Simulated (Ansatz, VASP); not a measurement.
**BN: VASP beside Ansatz**

```
B N
1.0
    -0.03682    1.76801    1.76801
     1.76801   -0.03682    1.76801
     1.76801    1.76801   -0.03682
B N
1 1
Direct
  0.99962 0.99962 0.99962
  0.25038 0.25038 0.25038
```

Change from the starting cell: shear_111 strain -3.1%.

Alike in both runs: task single point; functional r2SCAN; k mesh 12 × 12 × 12; no spin polarisation.

```csv
,VASP,Ansatz
version,VASP 6.6.1,Ansatz 0.2.0
potentials or method,"VASP PAW PBE potentials, release 64 (B, N)","plane waves, PAW"
plane-wave cutoff (eV),520,500
occupations,"gaussian, width 0.01 eV",fixed
valence electrons in the cell,8,8
```

```tsv
	VASP	Ansatz	Ansatz less VASP
gap on the k mesh at the Fermi level (eV)	4.87	4.89	+0.023
pressure (GPa)	14.6	13.3	-1.23
traceless stress, the component that is largest in VASP (GPa)	10.53	10.48	-0.051
rms of the force components (eV/Å)	0.005	0.001	-0.0042
```

VASP's potentials were made for PBE, not for r2SCAN. Atom by atom the forces differ by 0.004 eV/Å (rms over components).
